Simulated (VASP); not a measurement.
ZnS, 2 atoms in the cell. Symmetry: F-43m, No. 216, cubic system. Conventional cell: a = 5.209 Å, b = 5.209 Å, c = 5.209 Å, α = 90.00°, β = 90.00°, γ = 90.00°. Zn (site symmetry -43m) has 4 S at 2.26 Å within 3.0 Å. Within 3.0 Å of S (site symmetry -43m) lie 4 Zn at 2.26 Å. 

```yaml
Program: VASP 6.6.1
Task: phonons
Functional: r2SCAN
Potentials_or_basis: VASP PAW PBE potentials, release 64 (Zn, S)
Cutoff: 520 eV
k_mesh: 8 × 8 × 8
Occupations: gaussian, width 0.01 eV
Spin: no spin polarisation
Dipole_correction: no
Further_INCAR_settings: ALGO = Normal; EDIFF = 1e-08; NBANDS = 16; IBRION = 6; POTIM = 0.015; NSW = 1
```

Potentials or basis: VASP PAW PBE potentials, release 64 (Zn, S).

Command:

```sh
$ cat potpaw_PBE.64/Zn/POTCAR potpaw_PBE.64/S/POTCAR > POTCAR
$ mpirun -np 1 vasp_std > vasp.out
```

Hardware: 1 thread of Intel Xeon 8259CL (shared host).

Q: How long does it take, and how much memory?

A: It took 21 min on 1 thread of Intel Xeon 8259CL (shared host), peak memory 0.23 GiB. Counts: scf iterations 73, k points 29.
